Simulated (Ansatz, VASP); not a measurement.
# FeNi3: VASP beside Ansatz

Contents of INCAR:

```
  PREC = Accurate
  ENCUT = 520
  EDIFF = 1E-6
  ISMEAR = 0
  SIGMA = 0.05
  LREAL = F
  LASPH = T
  NELM = 150
  ALGO = Normal
  ISIF = 2
  LWAVE = F
  LCHARG = F
  ISPIN = 2
  MAGMOM = 2.5 0.8 0.8 0.8
  LORBIT = 11
  LMAXMIX = 4
  GGA = PE
  NBANDS = 31
```

KPOINTS

```
Automatic mesh
0
Gamma
  6 6 6
```

Contents of POSCAR:

```
FeNi3
1.0
    3.5450000000      0.0000000000      0.0000000000
    0.0000000000      3.5450000000      0.0000000000
    0.0000000000      0.0000000000      3.5450000000
Fe Ni
1 3
Direct
    0.0000000000      0.0000000000      0.0000000000
    0.0000000000      0.5000000000      0.5000000000
    0.5000000000      0.0000000000      0.5000000000
    0.5000000000      0.5000000000      0.0000000000
```

Input for Ansatz:

```yaml
crystal:
  lattice:
    - [3.545, 0.0, 0.0]
    - [0.0, 3.545, 0.0]
    - [0.0, 0.0, 3.545]
  atoms:
    - { symbol: Fe, position: [0.0, 0.0, 0.0], spin: 2.5 }
    - { symbol: Ni, position: [0.0, 0.5, 0.5], spin: 0.8 }
    - { symbol: Ni, position: [0.5, 0.0, 0.5], spin: 0.8 }
    - { symbol: Ni, position: [0.5, 0.5, 0.0], spin: 0.8 }
basis:
  ecutwfc: 420
  ecutrho_ratio: 4
kpoints:
  mp_grid: { grid: [6, 6, 6] }
hamiltonian:
  xc: pbe
scf:
  occupations: { method: gaussian, width: 0.05 }
output:
  forces: true
  stress: true
  eigenvalues: true
  populations: true
magnetization:
  spin_polarized: true
```

Alike in both runs: task single point; functional PBE; k mesh 6 × 6 × 6; occupations gaussian, width 0.05 eV; collinear spin.

|  | VASP | Ansatz |
| --- | --- | --- |
| version | VASP 6.6.1 | Ansatz 0.2.0 |
| potentials or method | VASP PAW PBE potentials, release 64 (Fe, Ni), cutoff 520 eV | scalar-relativistic, plane waves, PAW |
| valence electrons in the cell | 38 | 70 |

Ansatz gave:

```
gap on the k mesh at the Fermi level (eV)                     : none
pressure (GPa)                                                : -0.1
net moment per atom (μB)                                      : 1.22
size of the moment on the site where the two differ most (μB) : 0.70
```

Estimate VASP's values.

gap on the k mesh at the Fermi level (eV): none; pressure (GPa): -0.1; net moment per atom (μB): 1.22; size of the moment on the site where the two differ most (μB): 0.66.

Site moments also hang on the region over which each program counts them. A gap of «none» marks a metal or a gap that the smearing closes. VASP's potentials hold 38 valence electrons a cell and Ansatz's 70, so a difference there can come from the potentials and not from the codes.
